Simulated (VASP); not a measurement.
Here is a VASP 6.6.1 calculation.

The input INCAR:

```
SYSTEM = CdTe
PREC = Accurate
ENCUT = 520
EDIFF = 1E-6
ISMEAR = 0
SIGMA = 0.026000000000000002
LREAL = .FALSE.
LASPH = .TRUE.
NELM = 80
ALGO = Normal
ISIF = 2
LWAVE = .FALSE.
LCHARG = .FALSE.
GGA = PE
NBANDS = 16
```

Contents of KPOINTS:

```
regular mesh
0
G
  7 7 7
  0 0 0
```

Contents of POSCAR:

```
CdTe
1.0
    0.0000000000      3.2050000000      3.2050000000
    3.2050000000      0.0000000000      3.2050000000
    3.2050000000      3.2050000000      0.0000000000
Te Cd
1 1
Direct
    0.7500000000      0.7500000000      0.7500000000
    0.0000000000      0.0000000000      0.0000000000
```

Potentials or basis: VASP PAW PBE potentials, release 64 (Te, Cd).

Command:

```bash
$ cat potpaw_PBE.64/Te/POTCAR potpaw_PBE.64/Cd/POTCAR > POTCAR
$ mpirun -np 1 vasp_std > vasp.out
```

**Question.** What does it give for the band gap on the k mesh?

**Answer.** 0.87 eV, direct.

**Question.** What does it give for the pressure?

**Answer.** 4.4 GPa.

Caveat: spin-orbit coupling is left out, which moves the levels of the heavy elements.
